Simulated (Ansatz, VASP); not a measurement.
**Two plane-wave programs on In2PtSe5**

```
In Pt Se
1.0
     2.74337   -6.58232    0.00000
     2.74337    6.58232    0.00000
     0.00000    0.00000   12.29576
In Pt Se
4 2 10
Direct
  0.83693 0.16307 0.43792
  0.83693 0.16307 0.06208
  0.16307 0.83693 0.93792
  0.16307 0.83693 0.56208
  0.19407 0.80593 0.25000
  0.80593 0.19407 0.75000
  0.05256 0.94744 0.38254
  0.05256 0.94744 0.11746
  0.31899 0.68101 0.40290
  0.31899 0.68101 0.09710
  0.94744 0.05256 0.88254
  0.94744 0.05256 0.61746
  0.68101 0.31899 0.90290
  0.68101 0.31899 0.59710
  0.72127 0.27873 0.25000
  0.27873 0.72127 0.75000
```

Alike in both runs: functional PBE; k mesh 3 × 3 × 1; occupations gaussian, width 0.15 eV; no spin polarisation.

Ansatz relaxed the structure, and its values are those at the end. VASP's run is a single point on that final structure, the one shown.

|  | VASP | Ansatz |
| --- | --- | --- |
| version | VASP 6.6.1 | Ansatz 0.2.0 |
| potentials or method | VASP PAW PBE potentials, release 64 (In_d, Pt, Se), cutoff 520 eV | scalar-relativistic, plane waves, PAW |
| valence electrons in the cell | 132 | 248 |

```csv
,VASP,Ansatz,Ansatz less VASP
gap on the k mesh at the Fermi level (eV),none,none,-
pressure (GPa),0.4,0.4,0.00
rms of the force components (eV/Å),0.031,0.030,-0.0009
```

A gap of «none» marks a metal or a gap that the smearing closes. VASP's potentials hold 132 valence electrons a cell and Ansatz's 248, so a difference there can come from the potentials and not from the codes.

The k mesh is coarse, so the values compare programs but aren't converged. Neither program's run includes spin-orbit coupling.
